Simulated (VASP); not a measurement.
# KF (Carobbiite) in VASP: notebook

Aim: see how the results for KF (Carobbiite) move with the level of theory and the settings. Levels: PBE, PBEsol. Tasks: single point.

Everything below comes from runs of VASP 6.6.1. Logs are shortened: lines on timing, memory, paths and dates and some standing lists are left out, and cuts for length are marked.

## (1) The cell of the first run

The structure is cubic, space group Fm-3m (No. 225). The conventional cell has a = 5.344 Å, b = 5.344 Å, c = 5.344 Å, α = 90.00°, β = 90.00°, γ = 90.00°. K (site symmetry m-3m) has 6 F at 2.67 Å within 3.5 Å. Within 3.5 Å of F (site symmetry m-3m) lie 6 K at 2.67 Å.

## (2) Single point, PBE

Input file INCAR:

```
SYSTEM = KF
PREC = Accurate
ENCUT = 520
EDIFF = 1E-6
ISMEAR = -1
SIGMA = 0.04
LREAL = .False.
LASPH = .True.
NELM = 60
ALGO = Normal
ISIF = 2
LWAVE = .False.
LCHARG = .True.
GGA = PE
LELF = .True.
LVHAR = .True.
NBANDS = 15
```

Input file KPOINTS:

```
Automatic mesh
0
Gamma
  4 4 4
  0 0 0
```

Input file POSCAR:

```
KF
1.0
    0.0000000000      2.6718500000      2.6718500000
    2.6718500000      0.0000000000      2.6718500000
    2.6718500000      2.6718500000      0.0000000000
K F
1 1
Direct
    0.0000000000      0.0000000000      0.0000000000
    0.5000000000      0.5000000000      0.5000000000
```

Potentials or basis: VASP PAW PBE potentials, release 64 (K_sv, F).

The run is started by

```sh
$ cat potpaw_PBE.64/K_sv/POTCAR potpaw_PBE.64/F/POTCAR > POTCAR
$ mpirun -np 1 vasp_std > vasp.out
```

OUTCAR:

```text
SYSTEM = KF
   PREC = Accurate
   ENCUT = 520
   EDIFF = 1E-6
   ISMEAR = -1
   LREAL = .False.
   LASPH = .True.
   NELM = 60
   ISIF = 2
   GGA = PE

 ion  position               nearest neighbor table
   1  0.000  0.000  0.000-   2 2.67   2 2.67   2 2.67   2 2.67   2 2.67   2 2.67
   2  0.500  0.500  0.500-   1 2.67   1 2.67   1 2.67   1 2.67   1 2.67   1 2.67

  LATTYP: Found a face centered cubic cell.
 ALAT       =     5.3437000000

  Lattice vectors:

 A1 = (   0.0000000000,   2.6718500000,   2.6718500000)
 A2 = (   2.6718500000,   0.0000000000,   2.6718500000)
 A3 = (   2.6718500000,   2.6718500000,   0.0000000000)

Analysis of symmetry for initial positions (statically):
=====================================================================
 Subroutine PRICEL returns:
 Original cell was already a primitive cell.

 Routine SETGRP: Setting up the symmetry group for a
 face centered cubic supercell.

 Subroutine GETGRP returns: Found 48 space group operations
[... 9 lines left out ...]

 Routine SETGRP: Setting up the symmetry group for a
 face centered cubic supercell.

 Subroutine GETGRP returns: Found 48 space group operations
[... 11 lines left out ...]
                                     Primitive cell

  volume of cell :      38.1475

  direct lattice vectors                    reciprocal lattice vectors
     0.000000000  2.671850000  2.671850000    -0.187136254  0.187136254  0.187136254
     2.671850000  0.000000000  2.671850000     0.187136254 -0.187136254  0.187136254
     2.671850000  2.671850000  0.000000000     0.187136254  0.187136254 -0.187136254

  length of vectors
     3.778566507  3.778566507  3.778566507     0.324129500  0.324129500  0.324129500

  position of ions in fractional coordinates (direct lattice)
     0.000000000  0.000000000  0.000000000
     0.500000000  0.500000000  0.500000000

  ion indices of the primitive-cell ions
   primitive index   ion index
                 1           1
                 2           2

----------------------------------------------------------------------------------------

 KPOINTS: Automatic mesh

Automatic generation of k-mesh.
 Grid dimensions read from file:
 generate k-points for:    4    4    4

 Generating k-lattice:

  Cartesian coordinates                     Fractional coordinates (reciprocal lattice)
    -0.046784063  0.046784063  0.046784063     0.250000000  0.000000000  0.000000000
     0.046784063 -0.046784063  0.046784063     0.000000000  0.250000000  0.000000000
     0.046784063  0.046784063 -0.046784063     0.000000000  0.000000000  0.250000000

  Length of vectors
     0.081032375  0.081032375  0.081032375

  Shift w.r.t. Gamma in fractional coordinates (k-lattice)
     0.000000000  0.000000000  0.000000000

 Subroutine IBZKPT returns following result:
 ===========================================

 Found      8 irreducible k-points:

 Following reciprocal coordinates:
            Coordinates               Weight
  0.000000  0.000000  0.000000      1.000000
  0.250000  0.000000  0.000000      8.000000
  0.500000  0.000000  0.000000      4.000000
  0.250000  0.250000  0.000000      6.000000
  0.500000  0.250000  0.000000     24.000000
 -0.250000  0.250000  0.000000     12.000000
  0.500000  0.500000  0.000000      3.000000
 -0.250000  0.500000  0.250000      6.000000
   k-points           NKPTS =      8   k-points in BZ     NKDIM =      8   number of bands    NBANDS=     15
   number of dos      NEDOS =    301   number of ions     NIONS =      2
   total plane-waves  NPLWV =  21952
   dimension x,y,z NGX =    28 NGY =   28 NGZ =   28
   dimension x,y,z NGXF=    56 NGYF=   56 NGZF=   56
   ions per type =               1   1
   NGX,Y,Z   is equivalent  to a cutoff of  12.32, 12.32, 12.32 a.u.
   NGXF,Y,Z  is equivalent  to a cutoff of  24.64, 24.64, 24.64 a.u.
 SYSTEM =  KF
   PREC   = accura    normal or accurate (medium, high low for compatibility)
   ISTART =      0    job   : 0-new  1-cont  2-samecut
   ICHARG =      2    charge: 1-file 2-atom 10-const
   ISPIN  =      1    spin polarized calculation?
   LNONCOLLINEAR =      F non collinear calculations
   LSORBIT =      F    spin-orbit coupling
   LASPH  =      T    aspherical Exc in radial PAW
   ENCUT  =  520.0 eV  38.22 Ry    6.18 a.u.   7.03  7.03  7.03*2*pi/ulx,y,z
   NELM   =     60;   NELMIN=  2; NELMDL= -5     # of ELM steps
   EDIFF  = 0.1E-05   stopping-criterion for ELM
   LREAL  =      F    real-space projection
   EDIFFG = 0.1E-04   stopping-criterion for IOM
   NSW    =      0    number of steps for IOM
   IBRION =     -1    ionic relax: 0-MD 1-quasi-New 2-CG
   NFREE  =      0    steps in history (QN), initial steepest desc. (CG)
   ISIF   =      2    stress and relaxation
   ISYM   =      2    0-nonsym 1-usesym 2-fastsym
   POTIM  = 0.5000    time-step for ionic-motion
   TEBEG  =    0.0;   TEEND  =   0.0 temperature during run
   PSTRESS=    0.0 pullay stress
   NELECT =      16.0000    total number of electrons
   NUPDOWN=      -1.0000    fix difference up-down
   EMIN   =  10.00;   EMAX   =-10.00  energy-range for DOS
   EFERMI =   0.00;   METHOD = LEGACY
   ISMEAR =    -1;   SIGMA  =   0.04  broadening in eV -4-tet -1-fermi 0-gaus
   EFERMI_NEDOS =   21; number of points for ismear=-14 and -15
   IALGO  =     38    algorithm
   IMIX   =      4    mixing-type and parameters
     AMIX     =   0.40;   BMIX     =  1.00
     AMIX_MAG =   1.60;   BMIX_MAG =  1.00
  volume/ion in A,a.u.               =      19.07       128.72
  Fermi-wavevector in a.u.,A,eV,Ry     =   1.225442  2.315750 20.431978  1.501708
  Thomas-Fermi vector in A             =   2.360480
   LORBIT       =      0    0 simple, 1 ext, 2 COOP (PROOUT), +10 PAW based schemes
   GGA     = PE    functional components
   LHFCALC =     F    Hartree Fock is set to
   AEXX    =    0.0000 exact exchange contribution
   IVDW    =     0    specifies the selected vdW correction
   LEPSILON=     F    determine dielectric tensor
   LRPA    =     F    only Hartree local field effects (RPA)
 non-spin polarized calculation
  energy-cutoff  :      520.00
  volume of cell :       38.15
 maximum number of plane-waves:      1036
   NGX = 13   NGY = 13   NGZ = 13

 number of electron      16.0000002 magnetization

 Free energy of the ion-electron system (eV)
  ---------------------------------------------------
  ext. energy  EPLUGINS =         0.00000000
  ---------------------------------------------------
  free energy    TOTEN  =        -8.29007369 eV

  energy without entropy =       -8.29007369  energy(sigma->0) =       -8.29007369

 E-fermi :  -1.7921     XC(G=0):  -8.4037

 val. band max:       -2.8043329560   @ k =   0.0000   0.0000   0.0000
 cond. band min:       3.3612323586   @ k =   0.0000   0.0000   0.0000
 fundamental gap:      6.1655653146
 Fermi energy:        -1.7920510030

 k-point     1 :       0.0000    0.0000    0.0000
  band No.  band energies     occupation
      1     -28.9420      2.00000
      2     -21.4600      2.00000
      3     -12.1925      2.00000
      4     -12.1925      2.00000
      5     -12.1925      2.00000
      6      -2.8043      2.00000
      7      -2.8043      2.00000
      8      -2.8043      2.00000
      9       3.3612      0.00000
     10       7.8748      0.00000
     11       7.8748      0.00000
     12       7.8748      0.00000
     13       9.5465      0.00000
     14       9.5465      0.00000
     15      14.1353      0.00000

 k-point     2 :       0.2500    0.0000    0.0000
  band No.  band energies     occupation
      1     -28.8950      2.00000
      2     -21.5042      2.00000
      3     -12.3310      2.00000
      4     -12.2111      2.00000
      5     -12.2111      2.00000
      6      -3.2414      2.00000
      7      -2.9813      2.00000
      8      -2.9813      2.00000
      9       4.8738      0.00000
     10       7.2861      0.00000
     11       8.6030      0.00000
     12       8.6030      0.00000
     13      10.1376      0.00000
     14      10.1376      0.00000
     15      15.8569      0.00000

 k-point     3 :       0.5000    0.0000    0.0000
  band No.  band energies     occupation
      1     -28.8472      2.00000
      2     -21.5481      2.00000
      3     -12.4667      2.00000
      4     -12.2292      2.00000
      5     -12.2292      2.00000
      6      -3.5966      2.00000
      7      -3.1509      2.00000
      8      -3.1508      2.00000
      9       6.2638      0.00000
     10       7.8010      0.00000
     11       9.2671      0.00000
     12       9.2671      0.00000
     13      11.4966      0.00000
     14      11.4966      0.00000
     15      13.3312      0.00000

 k-point     4 :       0.2500    0.2500    0.0000
  band No.  band energies     occupation
      1     -28.8820      2.00000
      2     -21.4941      2.00000
      3     -12.3500      2.00000
      4     -12.2977      2.00000
      5     -12.2977      2.00000
      6      -3.2909      2.00000
      7      -2.8524      2.00000
      8      -2.8524      2.00000
      9       5.1668      0.00000
     10       6.3632      0.00000
     11       9.3396      0.00000
     12       9.3396      0.00000
     13       9.8008      0.00000
     14      10.1167      0.00000
     15      17.2292      0.00000

 k-point     5 :       0.5000    0.2500    0.0000
  band No.  band energies     occupation
      1     -28.8370      2.00000
      2     -21.5129      2.00000
      3     -12.5529      2.00000
      4     -12.3802      2.00000
      5     -12.3175      2.00000
      6      -3.2539      2.00000
      7      -3.0550      2.00000
      8      -3.0047      2.00000
      9       6.2892      0.00000
     10       7.1261      0.00000
     11       8.8691      0.00000
     12      10.0242      0.00000
     13      11.2565      0.00000
     14      11.7127      0.00000
     15      12.8333      0.00000

 k-point     6 :      -0.2500    0.2500    0.0000
  band No.  band energies     occupation
      1     -28.8502      2.00000
      2     -21.5231      2.00000
      3     -12.4388      2.00000
      4     -12.3923      2.00000
      5     -12.2313      2.00000
      6      -3.4192      2.00000
      7      -3.1290      2.00000
      8      -2.9355      2.00000
      9       6.3065      0.00000
     10       7.0450      0.00000
     11       8.8839      0.00000
     12       9.4952      0.00000
     13      10.5110      0.00000
     14      11.7388      0.00000
     15      13.5431      0.00000

 k-point     7 :       0.5000    0.5000    0.0000
  band No.  band energies     occupation
      1     -28.8266      2.00000
      2     -21.4774      2.00000
      3     -12.7492      2.00000
      4     -12.4031      2.00000
      5     -12.4031      2.00000
      6      -3.0171      2.00000
      7      -2.8614      2.00000
      8      -2.8614      2.00000
      9       5.3959      0.00000
     10       7.4989      0.00000
     11       9.0070      0.00000
     12      10.8073      0.00000
     13      11.4233      0.00000
     14      11.4233      0.00000
     15      13.0300      0.00000

 k-point     8 :      -0.2500    0.5000    0.2500
  band No.  band energies     occupation
      1     -28.8238      2.00000
      2     -21.5019      2.00000
      3     -12.5783      2.00000
      4     -12.5783      2.00000
      5     -12.2800      2.00000
      6      -3.2082      2.00000
      7      -2.9690      2.00000
      8      -2.9690      2.00000
      9       6.9281      0.00000
     10       6.9281      0.00000
     11       8.3943      0.00000
     12      10.6034      0.00000
     13      11.4324      0.00000
     14      12.1186      0.00000
     15      13.3224      0.00000

------------------------ aborting loop because EDIFF is reached ----------------------------------------

  FORCE on cell =-STRESS in cart. coord.  units (eV):
  Direction    XX          YY          ZZ          XY          YZ          ZX
  --------------------------------------------------------------------------------------
  -------------------------------------------------------------------------------------
  Total        0.3375265      0.3375265      0.3375265      0.0000000      0.0000000     -0.0000000
  in kB       14.1759528     14.1759528     14.1759528      0.0000000      0.0000000     -0.0000000
  external PRESSURE =      14.1759528 kB  Pullay stress =       0.0000000 kB

 VOLUME and BASIS-vectors are now :
 -----------------------------------------------------------------------------
  energy-cutoff  :      520.00
  volume of cell :       38.15
      direct lattice vectors                 reciprocal lattice vectors
     0.000000000  2.671850000  2.671850000    -0.187136254  0.187136254  0.187136254
     2.671850000  0.000000000  2.671850000     0.187136254 -0.187136254  0.187136254
     2.671850000  2.671850000  0.000000000     0.187136254  0.187136254 -0.187136254

 POSITION                                       TOTAL-FORCE (eV/Angst)
 -----------------------------------------------------------------------------------
      0.00000      0.00000      0.00000         0.000000     -0.000000     -0.000000
      2.67185      2.67185      2.67185        -0.000000      0.000000      0.000000
 -----------------------------------------------------------------------------------
    total drift:                                0.000000      0.000000      0.000000

  FREE ENERGIE OF THE ION-ELECTRON SYSTEM (eV)
  ---------------------------------------------------
  free  energy   TOTEN  =        -8.2900736857 eV

  energy  without entropy=       -8.2900736857  energy(sigma->0) =       -8.29007369
```

Wall time 7.2 s (1 thread of Intel Xeon Platinum 8488C (Sapphire Rapids), shared host); peak memory 0.15 GiB.

Results:

- Free energy: -8.2901 eV
- Pressure: 1.4 GPa
- Band gap on the k mesh: 6.17 eV, direct

Levels at points of the mesh, in eV from the valence-band top:
```csv
k point,band 4,band 5,band 6,band 7,band 8,band 9,band 10,band 11,band 12,band 13
"(0.00, 0.00, 0.00)",-9.39,-9.39,0.00,0.00,0.00,6.17,10.68,10.68,10.68,12.35
"(0.50, 0.00, 0.00)",-9.42,-9.42,-0.79,-0.35,-0.35,9.07,10.61,12.07,12.07,14.30
"(0.50, 0.50, 0.00)",-9.60,-9.60,-0.21,-0.06,-0.06,8.20,10.30,11.81,13.61,14.23
```

Caveat: the k points lie up to 0.51 Å⁻¹ apart. A hybrid or GW would open this gap; PBE tends to underestimate it.

[end of part 1 of 2]
